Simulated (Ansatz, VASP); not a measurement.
## AgCl: VASP beside Ansatz

The input INCAR:

```
SYSTEM = AgCl
  ALGO = Normal
  EDIFF = 1E-6
  ENCUT = 520
  GGA = PS
  ISIF = 2
  ISMEAR = 0
  LASPH = .True.
  LCHARG = .False.
  LREAL = .False.
  LWAVE = .False.
  NBANDS = 26
  NELM = 80
  PREC = Accurate
  SIGMA = 0.05
```

File KPOINTS:

```
k-points
0
Gamma
  10 10 6
  0 0 0
```

The input POSCAR:

```
AgCl
1.0
    3.4867243335      0.0000000000      0.0000000000
    0.0000000000      3.3311591989      0.0000000000
    0.0000000000      0.0000000000      6.6623183978
Ag Cl
2 2
Direct
    0.0000000000      0.0000000000      0.0000000000
    0.0000000000      0.0000000000      0.5000000000
    0.4404711729      0.5000000000      0.2500000000
    0.5595288271      0.5000000000      0.7500000000
```

Input for Ansatz:

```yaml
crystal:
  lattice:
    - [3.4867243335, 0.0, 0.0]
    - [0.0, 3.3311591989, 0.0]
    - [0.0, 0.0, 6.6623183978]
  atoms:
    - { symbol: Ag, position: [0.0, 0.0, 0.0] }
    - { symbol: Ag, position: [0.0, 0.0, 0.5] }
    - { symbol: Cl, position: [0.4404711729, 0.5, 0.25] }
    - { symbol: Cl, position: [0.5595288271, 0.5, 0.75] }
basis:
  ecutwfc: 420
kpoints:
  mp_grid: { grid: [10, 10, 6] }
hamiltonian:
  xc: pbesol
scf:
  occupations: { method: gaussian, width: 0.05 }
output:
  forces: true
  stress: true
  eigenvalues: true
```

Change from the starting cell: mode 1 frozen in at -0.198 Å, normal strain along x +0.0467.

Alike in both runs: task single point; functional PBEsol; k mesh 10 × 10 × 6; occupations gaussian, width 0.05 eV; no spin polarisation.

|  | VASP | Ansatz |
| --- | --- | --- |
| version | VASP 6.6.1 | Ansatz 0.2.0 |
| potentials or method | VASP PAW PBE potentials, release 64 (Ag, Cl), cutoff 520 eV | scalar-relativistic, plane waves, PAW |
| valence electrons in the cell | 36 | 52 |

VASP gave:

```
gap on the k mesh at the Fermi level (eV)                     : 0.53
least direct gap on the mesh (eV)                             : 0.54
pressure (GPa)                                                : -2.1
traceless stress, the component that is largest in VASP (GPa) : -0.97
rms of the force components (eV/Å)                            : 0.103
```

Question: Which values does Ansatz return?

Answer: gap on the k mesh at the Fermi level (eV): 0.52; least direct gap on the mesh (eV): 0.54; pressure (GPa): -2.0; traceless stress, the component that is largest in VASP (GPa): -0.97; rms of the force components (eV/Å): 0.101.

VASP's potentials were made for PBE, not for PBEsol. Atom by atom the forces differ by 0.001 eV/Å (rms over components). With one functional, cell and mesh, what is left measures potentials, basis and numerics. VASP's potentials hold 36 valence electrons a cell and Ansatz's 52, so a difference there can come from the potentials and not from the codes.
